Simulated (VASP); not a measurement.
# KZrN (P-6m2) in VASP: a series of runs

KZrN is run at these levels: PBE; tasks: single point, relaxation of cell and atoms.

Everything below comes from runs of VASP 6.6.1. Logs are shortened: lines on timing, memory, paths and dates and some standing lists are left out, and cuts for length are marked.

## Step 1: The cell of the first run

It takes space group P-6m2 (No. 187, hexagonal). Conventional cell: a = 4.179 Å, b = 4.179 Å, c = 3.547 Å, α = 90.00°, β = 90.00°, γ = 120.00°. K (site symmetry -6m2) has 3 N at 2.41 Å and 6 Zr at 2.99 Å within 3.2 Å. Within 3.9 Å of Zr (site symmetry -6m2) lie 6 K at 2.99 Å and 6 N at 2.99 Å and 2 Zr at 3.55 Å. Within 3.2 Å of N (site symmetry -6m2) lie 3 K at 2.41 Å and 6 Zr at 2.99 Å.

The cell was generated, and may not be a known phase.

## Step 2: Single point, PBE

The input, INCAR:

```
PREC     = Accurate       # precision mode
ENCUT    = 520            # plane-wave cutoff, eV
EDIFF    = 1E-7           # SCF threshold, eV
ISMEAR   = 0              # smearing method
SIGMA    = 0.1            # smearing width, eV
LREAL    = F              # projectors in reciprocal space
LASPH    = T              # aspherical terms in the spheres
NELM     = 80             # most SCF steps
ALGO     = Normal         # electronic algorithm
ISIF     = 2              # what is computed and relaxed
LWAVE    = F              # write WAVECAR
LCHARG   = F              # write CHGCAR
GGA      = PE             # functional
NBANDS   = 20             # bands
```

The input, KPOINTS:

```
Automatic mesh
0
Gamma
  6 6 4
```

The input, POSCAR:

```
KZrN
1.0
    4.1785417284      0.0000000000      0.0000000000
   -2.0892708642      3.6187232876      0.0000000000
    0.0000000000      0.0000000000      3.5474085481
K Zr N
1 1 1
Direct
    0.3333333333      0.6666666667      0.5000000000
    0.6666666667      0.3333333333      0.0000000000
    0.0000000000      0.0000000000      0.5000000000
```

Potentials or basis: VASP PAW PBE potentials, release 64 (K_sv, Zr_sv, N).

Started as:

```
cat potpaw_PBE.64/K_sv/POTCAR potpaw_PBE.64/Zr_sv/POTCAR potpaw_PBE.64/N/POTCAR > POTCAR
mpirun -np 1 vasp_std > vasp.out
```

OUTCAR:

```text
PREC = Accurate
   ENCUT = 520
   EDIFF = 1E-7
   ISMEAR = 0
   LREAL = F
   LASPH = T
   NELM = 80
   ISIF = 2
   GGA = PE

 ion  position               nearest neighbor table
   1  0.333  0.667  0.500-   3 2.41   3 2.41   3 2.41   2 2.99   2 2.99   2 2.99   2 2.99   2 2.99
                             2 2.99
   2  0.667  0.333  0.000-   1 2.99   1 2.99   1 2.99   1 2.99   1 2.99   1 2.99
   3  0.000  0.000  0.500-   1 2.41   1 2.41   1 2.41

  LATTYP: Found a hexagonal cell.
 ALAT       =     4.1785417284
 C/A-ratio  =     0.8489585072

  Lattice vectors:

 A1 = (   4.1785417284,   0.0000000000,   0.0000000000)
 A2 = (  -2.0892708642,   3.6187232876,   0.0000000000)
 A3 = (   0.0000000000,   0.0000000000,   3.5474085481)

Analysis of symmetry for initial positions (statically):
=====================================================================
 Subroutine PRICEL returns:
 Original cell was already a primitive cell.

 Routine SETGRP: Setting up the symmetry group for a
 hexagonal supercell.

 Subroutine GETGRP returns: Found 12 space group operations
 (whereof 12 operations were pure point group operations)
 out of a pool of 24 trial point group operations.

The static configuration has the point symmetry D_3h.

Analysis of symmetry for dynamics (positions and initial velocities):
=====================================================================
 Subroutine PRICEL returns:
 Original cell was already a primitive cell.

 Routine SETGRP: Setting up the symmetry group for a
 hexagonal supercell.

 Subroutine GETGRP returns: Found 12 space group operations
 (whereof 12 operations were pure point group operations)
 out of a pool of 24 trial point group operations.

The dynamic configuration has the point symmetry D_3h.

 Subroutine INISYM returns: Found 12 space group operations
 (whereof 12 operations are pure point group operations),
 and found     1 'primitive' translations

----------------------------------------------------------------------------------------

                                     Primitive cell

  volume of cell :      53.6403

  direct lattice vectors                    reciprocal lattice vectors
     4.178541728  0.000000000  0.000000000     0.239317940  0.138170277  0.000000000
    -2.089270864  3.618723288  0.000000000     0.000000000  0.276340555  0.000000000
     0.000000000  0.000000000  3.547408548     0.000000000  0.000000000  0.281895921

  length of vectors
     4.178541728  4.178541728  3.547408548     0.276340555  0.276340555  0.281895921

  position of ions in fractional coordinates (direct lattice)
     0.333333333  0.666666667  0.500000000
     0.666666667  0.333333333  0.000000000
     0.000000000  0.000000000  0.500000000

  ion indices of the primitive-cell ions
   primitive index   ion index
                 1           1
                 2           2
                 3           3

----------------------------------------------------------------------------------------

 KPOINTS: Automatic mesh

Automatic generation of k-mesh.
 Grid dimensions read from file:
 generate k-points for:    6    6    4

 Generating k-lattice:

  Cartesian coordinates                     Fractional coordinates (reciprocal lattice)
     0.039886323  0.023028380  0.000000000     0.166666667  0.000000000  0.000000000
     0.000000000  0.046056759  0.000000000     0.000000000  0.166666667  0.000000000
     0.000000000  0.000000000  0.070473980     0.000000000  0.000000000  0.250000000

  Length of vectors
     0.046056759  0.046056759  0.070473980

  Shift w.r.t. Gamma in fractional coordinates (k-lattice)
     0.000000000  0.000000000  0.000000000

 Subroutine IBZKPT returns following result:
 ===========================================

 Found     21 irreducible k-points:

 Following reciprocal coordinates:
            Coordinates               Weight
  0.000000  0.000000  0.000000      1.000000
  0.166667  0.000000  0.000000      6.000000
  0.333333 -0.000000  0.000000      6.000000
  0.500000 -0.000000  0.000000      3.000000
  0.166667  0.166667  0.000000      6.000000
  0.333333  0.166667  0.000000     12.000000
[... 13 lines left out ...]
  0.333333  0.166667  0.500000     12.000000
  0.333333  0.333333  0.500000      2.000000
   k-points           NKPTS =     21   k-points in BZ     NKDIM =     21   number of bands    NBANDS=     20
   number of dos      NEDOS =    301   number of ions     NIONS =      3
   total plane-waves  NPLWV =  28672
   dimension x,y,z NGX =    32 NGY =   32 NGZ =   28
   dimension x,y,z NGXF=    64 NGYF=   64 NGZF=   56
   ions per type =               1   1   1
   NGX,Y,Z   is equivalent  to a cutoff of  12.73, 12.73, 13.12 a.u.
   NGXF,Y,Z  is equivalent  to a cutoff of  25.46, 25.46, 26.24 a.u.
 SYSTEM =  unknown system
   PREC   = accura    normal or accurate (medium, high low for compatibility)
   ISTART =      0    job   : 0-new  1-cont  2-samecut
   ICHARG =      2    charge: 1-file 2-atom 10-const
   ISPIN  =      1    spin polarized calculation?
   LNONCOLLINEAR =      F non collinear calculations
   LSORBIT =      F    spin-orbit coupling
   LASPH  =      T    aspherical Exc in radial PAW
   ENCUT  =  520.0 eV  38.22 Ry    6.18 a.u.   7.77  7.77  6.60*2*pi/ulx,y,z
   NELM   =     80;   NELMIN=  2; NELMDL= -5     # of ELM steps
   EDIFF  = 0.1E-06   stopping-criterion for ELM
   LREAL  =      F    real-space projection
   EDIFFG = 0.1E-05   stopping-criterion for IOM
   NSW    =      0    number of steps for IOM
   IBRION =     -1    ionic relax: 0-MD 1-quasi-New 2-CG
   NFREE  =      0    steps in history (QN), initial steepest desc. (CG)
   ISIF   =      2    stress and relaxation
   ISYM   =      2    0-nonsym 1-usesym 2-fastsym
   POTIM  = 0.5000    time-step for ionic-motion
   TEBEG  =    0.0;   TEEND  =   0.0 temperature during run
   PSTRESS=    0.0 pullay stress
   NELECT =      26.0000    total number of electrons
   NUPDOWN=      -1.0000    fix difference up-down
   EMIN   =  10.00;   EMAX   =-10.00  energy-range for DOS
   EFERMI =   0.00;   METHOD = LEGACY
   ISMEAR =     0;   SIGMA  =   0.10  broadening in eV -4-tet -1-fermi 0-gaus
   EFERMI_NEDOS =   21; number of points for ismear=-14 and -15
   IALGO  =     38    algorithm
   IMIX   =      4    mixing-type and parameters
     AMIX     =   0.40;   BMIX     =  1.00
     AMIX_MAG =   1.60;   BMIX_MAG =  1.00
  volume/ion in A,a.u.               =      17.88       120.66
  Fermi-wavevector in a.u.,A,eV,Ry     =   1.285984  2.430157 22.500694  1.653754
  Thomas-Fermi vector in A             =   2.418085
   LORBIT       =      0    0 simple, 1 ext, 2 COOP (PROOUT), +10 PAW based schemes
   GGA     = PE    functional components
   LHFCALC =     F    Hartree Fock is set to
   AEXX    =    0.0000 exact exchange contribution
   IVDW    =     0    specifies the selected vdW correction
   LEPSILON=     F    determine dielectric tensor
   LRPA    =     F    only Hartree local field effects (RPA)
 non-spin polarized calculation
 Gauss-broadening in eV      SIGMA  =   0.10
  energy-cutoff  :      520.00
  volume of cell :       53.64
 maximum number of plane-waves:      1464
 NGX is ok and might be reduce to    32
   NGX = 15   NGY = 15   NGZ = 13

 number of electron      26.0000000 magnetization

 Free energy of the ion-electron system (eV)
  ---------------------------------------------------
  ext. energy  EPLUGINS =         0.00000000
  ---------------------------------------------------
  free energy    TOTEN  =       -13.04654369 eV

  energy without entropy =      -13.03718201  energy(sigma->0) =      -13.04186285

 E-fermi :   6.1558     XC(G=0): -10.5519

 val. band max:        6.1070863852   @ k =   0.0000   0.0000   0.2500
 cond. band min:       6.1962244582   @ k =   0.3333   0.1667   0.0000
 fundamental gap:      0.0891380730
 Fermi energy:         6.1557618953

 k-point     1 :       0.0000    0.0000    0.0000
  band No.  band energies     occupation
      1     -44.3157      2.00000
      2     -24.2181      2.00000
      3     -22.3200      2.00000
      4     -22.3200      2.00000
      5     -22.1951      2.00000
      6      -7.8964      2.00000
[... 12 lines left out ...]
     19      13.0497      0.00000
     20      13.8214      0.00000

 k-point     2 :       0.1667    0.0000    0.0000
  band No.  band energies     occupation
      1     -44.3150      2.00000
      2     -24.2290      2.00000
      3     -22.3237      2.00000
      4     -22.3095      2.00000
      5     -22.1930      2.00000
      6      -8.4134      2.00000
[... 12 lines left out ...]
     19      12.8486      0.00000
     20      13.2595      0.00000

 k-point     3 :       0.3333   -0.0000    0.0000
  band No.  band energies     occupation
      1     -44.3135      2.00000
      2     -24.2501      2.00000
      3     -22.3311      2.00000
      4     -22.2894      2.00000
      5     -22.1888      2.00000
      6      -8.9304      2.00000
[... 12 lines left out ...]
     19      10.9333      0.00000
     20      13.3731      0.00000

 k-point     4 :       0.5000   -0.0000    0.0000
  band No.  band energies     occupation
      1     -44.3128      2.00000
      2     -24.2604      2.00000
      3     -22.3349      2.00000
      4     -22.2798      2.00000
      5     -22.1867      2.00000
      6      -9.1110      2.00000
[... 12 lines left out ...]
     19       8.9431      0.00000
     20      13.1752      0.00000

 k-point     5 :       0.1667    0.1667    0.0000
  band No.  band energies     occupation
      1     -44.3139      2.00000
      2     -24.2448      2.00000
      3     -22.3347      2.00000
      4     -22.2891      2.00000
      5     -22.1898      2.00000
      6      -8.7995      2.00000
[... 12 lines left out ...]
     19      11.8645      0.00000
     20      12.7539      0.00000

 k-point     6 :       0.3333    0.1667    0.0000
  band No.  band energies     occupation
      1     -44.3128      2.00000
      2     -24.2598      2.00000
      3     -22.3477      2.00000
      4     -22.2677      2.00000
      5     -22.1867      2.00000
      6      -9.0432      2.00000
[... 12 lines left out ...]
     19      10.0705      0.00000
     20      12.5543      0.00000

 k-point     7 :       0.3333    0.3333    0.0000
  band No.  band energies     occupation
      1     -44.3124      2.00000
      2     -24.2642      2.00000
      3     -22.3601      2.00000
      4     -22.2535      2.00000
      5     -22.1856      2.00000
      6      -9.0412      2.00000
[... 12 lines left out ...]
     19      10.1825      0.00000
     20      11.3445      0.00000
[... 208 lines left out ...]
 k-point    17 :       0.3333   -0.0000    0.5000
  band No.  band energies     occupation
      1     -44.3006      2.00000
      2     -24.1739      2.00000
      3     -22.3448      2.00000
      4     -22.3380      2.00000
      5     -22.3068      2.00000
      6      -8.7331      2.00000
[... 12 lines left out ...]
     19      10.5077      0.00000
     20      11.0887      0.00000

 k-point    18 :       0.5000   -0.0000    0.5000
  band No.  band energies     occupation
      1     -44.2999      2.00000
      2     -24.1476      2.00000
      3     -22.3700      2.00000
      4     -22.3513      2.00000
      5     -22.3097      2.00000
      6      -8.9309      2.00000
[... 12 lines left out ...]
     19      10.1160      0.00000
     20      10.2824      0.00000

 k-point    19 :       0.1667    0.1667    0.5000
  band No.  band energies     occupation
      1     -44.3009      2.00000
      2     -24.1867      2.00000
      3     -22.3324      2.00000
      4     -22.3289      2.00000
      5     -22.3078      2.00000
      6      -8.6290      2.00000
[... 12 lines left out ...]
     19      10.4362      0.00000
     20      11.8398      0.00000

 k-point    20 :       0.3333    0.1667    0.5000
  band No.  band energies     occupation
      1     -44.2999      2.00000
      2     -24.1477      2.00000
      3     -22.3697      2.00000
      4     -22.3447      2.00000
      5     -22.3165      2.00000
      6      -8.9447      2.00000
[... 12 lines left out ...]
     19      10.1217      0.00000
     20      11.0518      0.00000

 k-point    21 :       0.3333    0.3333    0.5000
  band No.  band energies     occupation
      1     -44.2996      2.00000
      2     -24.1345      2.00000
      3     -22.3822      2.00000
      4     -22.3393      2.00000
      5     -22.3299      2.00000
      6      -9.0501      2.00000
[... 12 lines left out ...]
     19       9.6338      0.00000
     20      11.2598      0.00000

------------------------ aborting loop because EDIFF is reached ----------------------------------------

  FORCE on cell =-STRESS in cart. coord.  units (eV):
  Direction    XX          YY          ZZ          XY          YZ          ZX
  --------------------------------------------------------------------------------------
  -------------------------------------------------------------------------------------
  Total        0.1381556      0.1381556     -0.0016970     -0.0000000     -0.0000000      0.0000000
  in kB        4.1265570      4.1265570     -0.0506879     -0.0000000     -0.0000000      0.0000000
  external PRESSURE =       2.7341420 kB  Pullay stress =       0.0000000 kB

 VOLUME and BASIS-vectors are now :
 -----------------------------------------------------------------------------
  energy-cutoff  :      520.00
  volume of cell :       53.64
      direct lattice vectors                 reciprocal lattice vectors
     4.178541728  0.000000000  0.000000000     0.239317940  0.138170277  0.000000000
    -2.089270864  3.618723288  0.000000000     0.000000000  0.276340555  0.000000000
     0.000000000  0.000000000  3.547408548     0.000000000  0.000000000  0.281895921

 POSITION                                       TOTAL-FORCE (eV/Angst)
 -----------------------------------------------------------------------------------
     -0.00000      2.41248      1.77370         0.000000      0.000000      0.000000
      2.08927      1.20624      0.00000        -0.000000      0.000000      0.000000
      0.00000      0.00000      1.77370         0.000000      0.000000      0.000000
 -----------------------------------------------------------------------------------
    total drift:                               -0.000000      0.000000     -0.000000

  FREE ENERGIE OF THE ION-ELECTRON SYSTEM (eV)
  ---------------------------------------------------
  free  energy   TOTEN  =       -13.0465436937 eV

  energy  without entropy=      -13.0371820098  energy(sigma->0) =      -13.04186285
```

Run time: 54 s. Hardware: 1 thread of AMD EPYC 7R13, shared host; peak memory 0.15 GiB.

Results:

| Property | Result |
| --- | --- |
| Free energy | -13.0465 eV |
| Pressure | 0.3 GPa |
| Band gap on the k mesh | zero (bands 13 and 14 overlap by 1.75 eV) |

Caveat: the k points lie up to 0.44 Å⁻¹ apart, too coarse for converged energies and pressures of a metal.

## Step 3: Relaxation of cell and atoms, PBE

This run uses another cell than the first one, of 22.27 Å³/atom.

The input, INCAR:

```
PREC = Accurate
ENCUT = 600
EDIFF = 1E-6
ISMEAR = 0
SIGMA = 0.1
LREAL = False
LASPH = True
NELM = 80
ALGO = Normal
ISIF = 3
LWAVE = False
LCHARG = False
GGA = PE
IBRION = 2
NSW = 90
EDIFFG = -0.04
```

KPOINTS is that of step 2.

The input, POSCAR:

```
KZrN
1.0
    4.2600588000      0.0000000000      0.0000000000
   -2.1300294000      3.6893191400      0.0000000000
    0.0000000000      0.0000000000      4.2513874000
K Zr N
1 1 1
Direct
    0.3333333300      0.6666666700      0.5000000000
    0.6666666700      0.3333333300      0.0000000000
    0.0000000000      0.0000000000      0.5000000000
```

Potentials or basis: VASP PAW PBE potentials, release 64 (K_sv, Zr_sv, N).

Started as:

```
cat potpaw_PBE.64/K_sv/POTCAR potpaw_PBE.64/Zr_sv/POTCAR potpaw_PBE.64/N/POTCAR > POTCAR
mpirun -np 1 vasp_std > vasp.out
```

Wall time 6.9 min (1 thread of AMD EPYC 7R13, shared host); peak memory 0.21 GiB.

It converged, with:

```yaml
Free_energy: -13.0543 eV
Relaxed_volume: 18.03 Å³/atom
Relaxed_cell: a = 4.191 Å, b = 4.191 Å, c = 3.556 Å, α = 90.00°, β = 90.00°, γ = 120.00°
Space_group_after_relaxing_to_0.1_Å: P-6m2 (No. 187)
Energy_gained_by_relaxing: 145.9 meV/atom
Ionic_steps: 7
Pressure_after_relaxing: -0.2 GPa
Band_gap_on_the_k_mesh: zero (bands 13 and 14 overlap by 1.72 eV)
```

Stress tensor (GPa, compression positive):
```
-0.21  0.00  0.00
 0.00 -0.21  0.00
 0.00  0.00 -0.30
```

The path:
```tsv
step	energy change (eV)	largest force (eV/Å)	pressure (GPa)	volume (Å³)
1	0.0000	0.0000	-5.84	66.82
2	-0.2635	0.0000	-2.23	59.24
3	-0.3283	0.0000	1.14	55.09
4	-0.3313	0.0000	2.11	54.13
5	-0.4302	0.0000	1.33	52.98
6	-0.4337	0.0000	1.28	52.70
7	-0.4378	0.0000	-0.24	54.08
```

Final structure:
```
K Zr N
1.0
     4.19054    0.00000    0.00000
    -2.09527    3.62911    0.00000
     0.00000    0.00000    3.55571
K Zr N
1 1 1
Direct
  0.33333 0.66667 0.50000
  0.66667 0.33333 0.00000
  0.00000 0.00000 0.50000
```

Levels at points of the mesh, in eV from the Fermi level:
```
           k point  band 9  band 10  band 11  band 12  band 13  band 14  band 15  band 16  band 17
(0.00, 0.00, 0.00)  -13.15    -2.71    -2.71    -2.22    -1.37    -1.07     0.85     0.85     0.96
(0.50, 0.00, 0.00)  -11.75    -3.54    -1.85    -1.85    -1.54     0.17     0.61     1.43     2.06
(0.00, 0.00, 0.50)  -12.81    -3.66    -3.01    -3.01    -0.76    -0.76     1.42     1.59     1.59
(0.50, 0.00, 0.50)  -11.60    -3.72    -2.59    -2.01     0.65     0.70     0.89     1.19     1.40
```

Caveat: the k points lie up to 0.44 Å⁻¹ apart in the final cell, too coarse for converged energies and pressures of a metal; the volume moved by over 15 % at a fixed basis, so the end points are rough.

The gap in the log of VASP goes by the Fermi energy; the results here count the filled bands.